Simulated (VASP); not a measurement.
# Cr (P6/mmm) in VASP: notebook

The runs below take Cr through relaxation of cell and atoms, with PBE.

Program: VASP 6.6.1. These are calculated values, not measurements. Logs are shortened: lines on timing, memory, paths and dates and some standing lists are left out, and cuts for length are marked.

### Step 1. The cell of the first run

It takes space group P6/mmm (No. 191, hexagonal). The conventional cell has a = 3.559 Å, b = 3.559 Å, c = 2.206 Å, α = 90.00°, β = 90.00°, γ = 120.00°. Cr (site symmetry 6/mmm) has 14 Cr at 2.21 to 2.33 Å within 2.9 Å. Within 2.7 Å of Cr (site symmetry -6m2) lie 11 Cr at 2.05 to 2.33 Å.

This isn't the form of Cr at room conditions, which is bcc.

### Step 2. Relaxation of cell and atoms, PBE, collinear spin, ferromagnetic start, target pressure 190 GPa, at which the enthalpy is minimised

INCAR reads:

```
ALGO     = Normal         # electronic algorithm
EDIFF    = 1E-7           # SCF threshold, eV
EDIFFG   = -0.005         # ionic threshold
ENCUT    = 600            # plane-wave cutoff, eV
GGA      = PE             # functional
IBRION   = 2              # ionic algorithm
ISIF     = 3              # what is computed and relaxed
ISMEAR   = -1             # smearing method
ISPIN    = 2              # spin polarisation
LASPH    = True           # aspherical terms in the spheres
LCHARG   = False          # write CHGCAR
LMAXMIX  = 4              # l up to which the mixer works
LORBIT   = 11             # projections on sites
LREAL    = False          # projectors in reciprocal space
LWAVE    = False          # write WAVECAR
MAGMOM   = 2 2 2          # initial moments
NELM     = 150            # most SCF steps
NSW      = 60             # ionic steps
PREC     = Accurate       # precision mode
PSTRESS  = 1900.0       
SIGMA    = 0.05           # smearing width, eV
```

KPOINTS reads:

```
k-points
0
Gamma
  10 10 14
```

POSCAR reads:

```
Cr
1.0
    3.5586243824      0.0000000000      0.0000000000
   -1.7793121912      3.0818591177      0.0000000000
    0.0000000000      0.0000000000      2.2063471171
Cr
3
Direct
    0.0000000000      0.0000000000      0.0000000000
    0.3333333333      0.6666666667      0.5000000000
    0.6666666667      0.3333333333      0.5000000000
```

Potentials or basis: VASP PAW PBE potentials, release 64 (Cr_pv).

Launch:

```console
cat potpaw_PBE.64/Cr_pv/POTCAR > POTCAR
mpirun -np 1 vasp_std > vasp.out
```

OUTCAR:

```text
EDIFF = 1E-7
   EDIFFG = -0.005
   ENCUT = 600
   GGA = PE
   IBRION = 2
   ISIF = 3
   ISMEAR = -1
   ISPIN = 2
   LASPH = True
   LORBIT = 11
   LREAL = False
   NELM = 150
   NSW = 60
   PREC = Accurate
   PSTRESS = 1900.0

 ion  position               nearest neighbor table
   1  0.000  0.000  0.000-   2 2.33   3 2.33   2 2.33   3 2.33   3 2.33   3 2.33   2 2.33   2 2.33
                             3 2.33   3 2.33   2 2.33   2 2.33
   2  0.333  0.667  0.500-   3 2.05   3 2.05   3 2.05   1 2.33   1 2.33   1 2.33   1 2.33   1 2.33
                             1 2.33   3 3.01   3 3.01   3 3.01   3 3.01   3 3.01   3 3.01
   3  0.667  0.333  0.500-   2 2.05   2 2.05   2 2.05   1 2.33   1 2.33   1 2.33   1 2.33   1 2.33
                             1 2.33   2 3.01   2 3.01   2 3.01   2 3.01   2 3.01   2 3.01

  LATTYP: Found a hexagonal cell.
 ALAT       =     3.5586243824
 C/A-ratio  =     0.6200000000

  Lattice vectors:

 A1 = (   3.5586243824,   0.0000000000,   0.0000000000)
 A2 = (  -1.7793121912,   3.0818591177,   0.0000000000)
 A3 = (   0.0000000000,   0.0000000000,   2.2063471171)

Analysis of symmetry for initial positions (statically):
=====================================================================
 Subroutine PRICEL returns:
 Original cell was already a primitive cell.

 Routine SETGRP: Setting up the symmetry group for a
 hexagonal supercell.

 Subroutine GETGRP returns: Found 24 space group operations
 (whereof 24 operations were pure point group operations)
 out of a pool of 24 trial point group operations.

The static configuration has the point symmetry D_6h.

Analysis of symmetry for dynamics (positions and initial velocities):
=====================================================================
 Subroutine PRICEL returns:
 Original cell was already a primitive cell.

 Routine SETGRP: Setting up the symmetry group for a
 hexagonal supercell.

 Subroutine GETGRP returns: Found 24 space group operations
 (whereof 24 operations were pure point group operations)
 out of a pool of 24 trial point group operations.

The dynamic configuration has the point symmetry D_6h.

Analysis of structural, dynamic, and magnetic symmetry:
=====================================================================
 Subroutine PRICEL returns:
 Original cell was already a primitive cell.

 Routine SETGRP: Setting up the symmetry group for a
 hexagonal supercell.

 Subroutine GETGRP returns: Found 24 space group operations
 (whereof 24 operations were pure point group operations)
 out of a pool of 24 trial point group operations.

The overall configuration has the point symmetry D_6h.

 Subroutine INISYM returns: Found 24 space group operations
 (whereof 24 operations are pure point group operations),
 and found     1 'primitive' translations

----------------------------------------------------------------------------------------

                                     Primitive cell

  volume of cell :      24.1974

  direct lattice vectors                    reciprocal lattice vectors
     3.558624382  0.000000000  0.000000000     0.281007460  0.162239733  0.000000000
    -1.779312191  3.081859118  0.000000000     0.000000000  0.324479466  0.000000000
     0.000000000  0.000000000  2.206347117     0.000000000  0.000000000  0.453237839

  length of vectors
     3.558624382  3.558624382  2.206347117     0.324479466  0.324479466  0.453237839

  position of ions in fractional coordinates (direct lattice)
     0.000000000  0.000000000  0.000000000
     0.333333333  0.666666667  0.500000000
     0.666666667  0.333333333  0.500000000

  ion indices of the primitive-cell ions
   primitive index   ion index
                 1           1
                 2           2
                 3           3

----------------------------------------------------------------------------------------

 KPOINTS: k-points

Automatic generation of k-mesh.
 Grid dimensions read from file:
 generate k-points for:   10   10   14

 Generating k-lattice:

  Cartesian coordinates                     Fractional coordinates (reciprocal lattice)
     0.028100746  0.016223973  0.000000000     0.100000000  0.000000000  0.000000000
     0.000000000  0.032447947  0.000000000     0.000000000  0.100000000  0.000000000
     0.000000000  0.000000000  0.032374131     0.000000000  0.000000000  0.071428571

  Length of vectors
     0.032447947  0.032447947  0.032374131

  Shift w.r.t. Gamma in fractional coordinates (k-lattice)
     0.000000000  0.000000000  0.000000000

 Subroutine IBZKPT returns following result:
 ===========================================

 Found    112 irreducible k-points:

 Following reciprocal coordinates:
            Coordinates               Weight
  0.000000  0.000000  0.000000      1.000000
  0.100000 -0.000000  0.000000      6.000000
  0.200000 -0.000000  0.000000      6.000000
  0.300000  0.000000  0.000000      6.000000
  0.400000  0.000000  0.000000      6.000000
  0.500000  0.000000  0.000000      3.000000
[... 16 lines left out ...]
  0.300000  0.100000  0.071429     24.000000
  0.400000  0.100000  0.071429     24.000000
 [... further k-points ...]
   k-points           NKPTS =    112   k-points in BZ     NKDIM =    112   number of bands    NBANDS=     25
   number of dos      NEDOS =    301   number of ions     NIONS =      3
   total plane-waves  NPLWV =  14112
   dimension x,y,z NGX =    28 NGY =   28 NGZ =   18
   dimension x,y,z NGXF=    56 NGYF=   56 NGZF=   36
   ions per type =               3
   NGX,Y,Z   is equivalent  to a cutoff of  13.08, 13.08, 13.56 a.u.
   NGXF,Y,Z  is equivalent  to a cutoff of  26.16, 26.16, 27.13 a.u.
 SYSTEM =  unknown system
   PREC   = accura    normal or accurate (medium, high low for compatibility)
   ISTART =      0    job   : 0-new  1-cont  2-samecut
   ICHARG =      2    charge: 1-file 2-atom 10-const
   ISPIN  =      2    spin polarized calculation?
   LNONCOLLINEAR =      F non collinear calculations
   LSORBIT =      F    spin-orbit coupling
   LASPH  =      T    aspherical Exc in radial PAW
   ENCUT  =  600.0 eV  44.10 Ry    6.64 a.u.   7.11  7.11  4.41*2*pi/ulx,y,z
   NELM   =    150;   NELMIN=  2; NELMDL= -5     # of ELM steps
   EDIFF  = 0.1E-06   stopping-criterion for ELM
   LREAL  =      F    real-space projection
   EDIFFG = -.5E-02   stopping-criterion for IOM
   NSW    =     60    number of steps for IOM
   IBRION =      2    ionic relax: 0-MD 1-quasi-New 2-CG
   NFREE  =      1    steps in history (QN), initial steepest desc. (CG)
   ISIF   =      3    stress and relaxation
   ISYM   =      2    0-nonsym 1-usesym 2-fastsym
   POTIM  = 0.5000    time-step for ionic-motion
   TEBEG  =    0.0;   TEEND  =   0.0 temperature during run
   PSTRESS= 1900.0 pullay stress
   NELECT =      36.0000    total number of electrons
   NUPDOWN=      -1.0000    fix difference up-down
   EMIN   =  10.00;   EMAX   =-10.00  energy-range for DOS
   EFERMI =   0.00;   METHOD = LEGACY
   ISMEAR =    -1;   SIGMA  =   0.05  broadening in eV -4-tet -1-fermi 0-gaus
   EFERMI_NEDOS =   21; number of points for ismear=-14 and -15
   IALGO  =     38    algorithm
   IMIX   =      4    mixing-type and parameters
     AMIX     =   0.40;   BMIX     =  1.00
     AMIX_MAG =   1.60;   BMIX_MAG =  1.00
  volume/ion in A,a.u.               =       8.07        54.43
  Fermi-wavevector in a.u.,A,eV,Ry     =   1.868900  3.531709 47.522257  3.492787
  Thomas-Fermi vector in A             =   2.915056
   LORBIT       =     11    0 simple, 1 ext, 2 COOP (PROOUT), +10 PAW based schemes
   GGA     = PE    functional components
   LHFCALC =     F    Hartree Fock is set to
   AEXX    =    0.0000 exact exchange contribution
   IVDW    =     0    specifies the selected vdW correction
   LEPSILON=     F    determine dielectric tensor
   LRPA    =     F    only Hartree local field effects (RPA)
 conjugate gradient relaxation of ions
 spin polarized calculation
  energy-cutoff  :      600.00
  volume of cell :       24.20
 maximum number of plane-waves:       819
   NGX = 15   NGY = 15   NGZ =  9

--------------------------------------- Ionic step        1  -------------------------------------------

 number of electron      36.0000010 magnetization       0.0000474

 Free energy of the ion-electron system (eV)
  ---------------------------------------------------
  ext. energy  EPLUGINS =         0.00000000
  ---------------------------------------------------
  free energy    TOTEN  =       -21.99483103 eV

  energy without entropy =      -21.95445483  energy(sigma->0) =      -21.97464293

------------------------ aborting loop because EDIFF is reached ----------------------------------------

  FORCE on cell =-STRESS in cart. coord.  units (eV):
  Direction    XX          YY          ZZ          XY          YZ          ZX
  --------------------------------------------------------------------------------------
  -------------------------------------------------------------------------------------
  Total       32.6789562     32.6789562     24.5234415      0.0000000      0.0000000     -0.0000000
  in kB     2163.7644805   2163.7644805   1623.7651937      0.0000000      0.0000000     -0.0000000
  external PRESSURE =      83.7647183 kB  Pullay stress =    1900.0000000 kB
[... 104 lines left out ...]
  energy  without entropy=      -23.6033678118  energy(sigma->0) =      -23.62059603

  enthalpy is  TOTEN    =         6.3306792099 eV   P V=       29.9685034514

[... ionic steps 4 to 8 ...]

--------------------------------------- Ionic step        9  -------------------------------------------

 number of electron      35.9999995 magnetization      -0.0000049

 number of electron      35.9999995 magnetization       0.0000048
[... 79 lines left out ...]
 number of electron      35.9999995 magnetization       0.0000048

 number of electron      35.9999995 magnetization      -0.0000046

 Free energy of the ion-electron system (eV)
  ---------------------------------------------------
  ext. energy  EPLUGINS =         0.00000000
  ---------------------------------------------------
  free energy    TOTEN  =       -22.77952690 eV

  energy without entropy =      -22.74974968  energy(sigma->0) =      -22.76463829

 E-fermi :  16.6980     XC(G=0): -15.7821

 val. band max:       16.6968447497   @ k =   0.2000   0.2000   0.1429
 cond. band min:      16.7001663382   @ k =   0.3000   0.1000   0.2857
 fundamental gap:      0.0033215885
 Fermi energy:        16.6980015319

 spin component 1

 k-point     1 :       0.0000    0.0000    0.0000
  band No.  band energies     occupation
      1     -27.0702      1.00000
      2     -27.0702      1.00000
      3     -26.8369      1.00000
      4     -26.8369      1.00000
      5     -25.2558      1.00000
      6     -25.2558      1.00000
[... 661 lines left out ...]
     24      20.1616      0.00000
     25      20.4750      0.00000

 [... further k-points ...]

 spin component 2

 k-point     1 :       0.0000    0.0000    0.0000
  band No.  band energies     occupation
      1     -27.0702      1.00000
      2     -27.0702      1.00000
      3     -26.8369      1.00000
      4     -26.8369      1.00000
      5     -25.2558      1.00000
      6     -25.2558      1.00000
[... 661 lines left out ...]
     24      20.1616      0.00000
     25      20.4750      0.00000

 [... further k-points ...]

------------------------ aborting loop because EDIFF is reached ----------------------------------------

  FORCE on cell =-STRESS in cart. coord.  units (eV):
  Direction    XX          YY          ZZ          XY          YZ          ZX
  --------------------------------------------------------------------------------------
  -------------------------------------------------------------------------------------
  Total       29.0322462     29.0322462     29.0316186      0.0000000     -0.0000000     -0.0000000
  in kB     1900.6326463   1900.6326464   1900.5915610      0.0000000     -0.0000000     -0.0000000
  external PRESSURE =       0.6189512 kB  Pullay stress =    1900.0000000 kB
[... 22 lines left out ...]
  energy  without entropy=      -22.7497496792  energy(sigma->0) =      -22.76463829

  enthalpy is  TOTEN    =         6.2430556026 eV   P V=       29.0225825073

 reached required accuracy - stopping structural energy minimisation

 total charge

# of ion       s       p       d       tot
------------------------------------------
    1        0.572   6.650   4.848  12.070
    2        0.582   6.607   4.957  12.147
    3        0.582   6.607   4.957  12.147
--------------------------------------------------
tot          1.737  19.865  14.763  36.364

 magnetization (x)

# of ion       s       p       d       tot
------------------------------------------
    1        0.000  -0.000   0.000   0.000
    2        0.000   0.000   0.000   0.000
    3        0.000   0.000   0.000   0.000
--------------------------------------------------
tot          0.000   0.000   0.000   0.000
```

It took 29 min on 1 thread of Intel Xeon 8259CL, shared host; peak memory 0.25 GiB.

Results:

```
Free energy                                                : -22.7795 eV
Relaxed volume                                             : 8.16 Å³/atom
Relaxed cell                                               : a = 3.718 Å, b = 3.718 Å, c = 2.045 Å, α = 90.00°, β = 90.00°, γ = 120.00°
Space group after relaxing (to 0.1 Å)                      : P6/mmm (No. 191)
Energy change on relaxing (the run minimises the enthalpy) : -261.6 meV/atom
Ionic steps                                                : 11
Pressure after relaxing                                    : 190.1 GPa
Band gap on the k mesh                                     : zero (filled and empty bands overlap)
Net moment                                                 : 0.00 μB per cell
```

Step by step:
```csv
step,energy change (eV),largest force (eV/Å),pressure (GPa),volume (Å³)
1,0.0000,0.0000,198.38,24.20
2,-1.9429,0.0000,154.14,25.56
3,-1.6430,0.0000,162.00,25.27
4,-0.2253,0.0000,207.70,24.15
5,-1.1730,0.0000,178.49,24.82
6,-0.6390,0.0000,194.27,24.35
7,-0.7998,0.0000,189.57,24.49
8,-0.8076,0.0000,189.32,24.49
9,-0.7883,0.0000,189.97,24.48
10,-0.7927,0.0000,189.82,24.48
11,-0.7847,0.0000,190.06,24.47
```

Final structure:
```yaml
crystal:
  lattice:
    - [3.71781, 0.00000, 0.00000]
    - [-1.85890, 3.21972, 0.00000]
    - [0.00000, 0.00000, 2.04450]
  atoms:
    - { symbol: Cr, position: [0.00000, 0.00000, 0.00000] }
    - { symbol: Cr, position: [0.33333, 0.66667, 0.50000] }
    - { symbol: Cr, position: [0.66667, 0.33333, 0.50000] }
```

Levels at points of the mesh, in eV from the Fermi level:
Spin up:
```tsv
k point	band 14	band 15	band 16	band 17	band 18	band 19	band 20	band 21	band 22	band 23
(0.00, 0.00, 0.00)	-2.92	-2.84	-2.84	-2.75	-0.70	-0.70	1.75	1.75	1.83	1.83
(0.50, 0.00, 0.00)	-3.69	-3.40	-2.81	-2.60	0.72	1.93	2.00	2.09	2.34	2.89
(0.00, 0.00, 0.50)	-2.82	-1.71	-1.55	-1.55	0.09	0.09	2.51	2.51	3.19	3.19
(0.50, 0.00, 0.50)	-3.00	-2.53	-2.36	-0.39	-0.27	1.37	2.03	2.33	2.51	3.98
```
Spin down:
| k point | band 15 | band 16 | band 17 | band 18 | band 19 | band 20 | band 21 | band 22 |
| --- | --- | --- | --- | --- | --- | --- | --- | --- |
| (0.00, 0.00, 0.00) | -2.84 | -2.84 | -2.75 | -0.70 | -0.70 | 1.75 | 1.75 | 1.83 |
| (0.50, 0.00, 0.00) | -3.40 | -2.81 | -2.60 | 0.72 | 1.93 | 2.00 | 2.09 | 2.34 |
| (0.00, 0.00, 0.50) | -1.71 | -1.55 | -1.55 | 0.09 | 0.09 | 2.51 | 2.51 | 3.19 |
| (0.50, 0.00, 0.50) | -2.53 | -2.36 | -0.39 | -0.27 | 1.37 | 2.03 | 2.33 | 2.51 |

Caveat: the cell is relaxed towards a set pressure, so the run minimises the enthalpy, not the energy; the moments typed at the start vanished in this run.

(Part 1 of 2 ends here.)
